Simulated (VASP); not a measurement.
Wanted: the native input for a VASP 6.6.1 run.

```yaml
Task: single point
Functional: LDA
Potentials_or_basis: VASP PAW LDA potentials, release 64 (Mo_sv, S)
Cutoff: 520 eV
k_mesh: 9 × 9 × 4
Occupations: fermi-dirac, width 0.05 eV
Spin: no spin polarisation
Dipole_correction: no
Further_INCAR_settings: ALGO = Normal; EDIFF = 1e-06; NBANDS = 20
```

The structure of MoS2 lies in POSCAR:

```
MoS2
1.0
    3.2907642509      0.0000000000      0.0000000000
   -1.6453821255      2.8498854391      0.0000000000
    0.0000000000      0.0000000000      6.4362788402
Mo S
1 2
Direct
    0.0000000000      0.0000000000      0.5000000000
    0.6666666667      0.3333333333      0.7446806800
    0.3333333333      0.6666666667      0.2553193200
```

One way to write it, as run:

INCAR

```
  ALGO = Normal
  EDIFF = 1E-6
  ENCUT = 520
  ISIF = 2
  ISMEAR = -1
  LASPH = T
  LCHARG = T
  LELF = T
  LREAL = F
  LVHAR = T
  LWAVE = F
  NBANDS = 20
  NELM = 80
  PREC = Accurate
  SIGMA = 0.05
```

KPOINTS

```
k-points
0
Gamma
  9 9 4
```

Potentials or basis: VASP PAW LDA potentials, release 64 (Mo_sv, S).

Run with:

```bash
$ cat potpaw_LDA.64/Mo_sv/POTCAR potpaw_LDA.64/S/POTCAR > POTCAR
$ mpirun -np 1 vasp_std > vasp.out
```

Results of the run:

* Pressure: -12.1 GPa
* Largest force: 0.965 eV/Å
* Band gap on the k mesh: zero (bands 13 and 14 overlap by 0.96 eV)

Caveat: the cell stands under tension.

Wall time 54 s on 1 thread of Intel Xeon 8259CL, on a shared host, peak memory 0.18 GiB.
